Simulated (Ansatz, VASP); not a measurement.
## HfC: VASP beside Ansatz

```
Hf C
1.0
     0.00000    2.22038    2.32500
     2.22038    0.00000    2.32500
     2.22038    2.22038    0.00000
Hf C
1 1
Direct
  0.50000 0.50000 0.50000
  0.00000 0.00000 0.00000
```

Change from the starting cell: strain -0.0450 x Voigt [1, 1, 0, 0, 0, 0], atoms carried along.

Alike in both runs: task single point; functional PBEsol; k mesh 18 × 18 × 18; occupations gaussian, width 0.15 eV; no spin polarisation.

|  | VASP | Ansatz |
| --- | --- | --- |
| version | VASP 6.6.1 | Ansatz 0.2.0 |
| potentials or method | VASP PAW PBE potentials, release 64 (Hf_pv, C), cutoff 520 eV | scalar-relativistic, plane waves, PAW |
| valence electrons in the cell | 14 | 30 |

Ansatz gave:

| Property | Result |
| --- | --- |
| gap on the k mesh at the Fermi level (eV) | none |
| pressure (GPa) | 19.2 |
| traceless stress, the component that is largest in VASP (GPa) | -16.49 |

**Question.** Which values does VASP return?

**Answer.** gap on the k mesh at the Fermi level (eV): none; pressure (GPa): 19.4; traceless stress, the component that is largest in VASP (GPa): -16.86.

VASP's potentials were made for PBE, not for PBEsol. A gap of «none» marks a metal or a gap that the smearing closes. With one functional, cell and mesh, what is left measures potentials, basis and numerics. VASP's potentials hold 14 valence electrons a cell and Ansatz's 30, so a difference there can come from the potentials and not from the codes.

Neither program's run includes spin-orbit coupling.
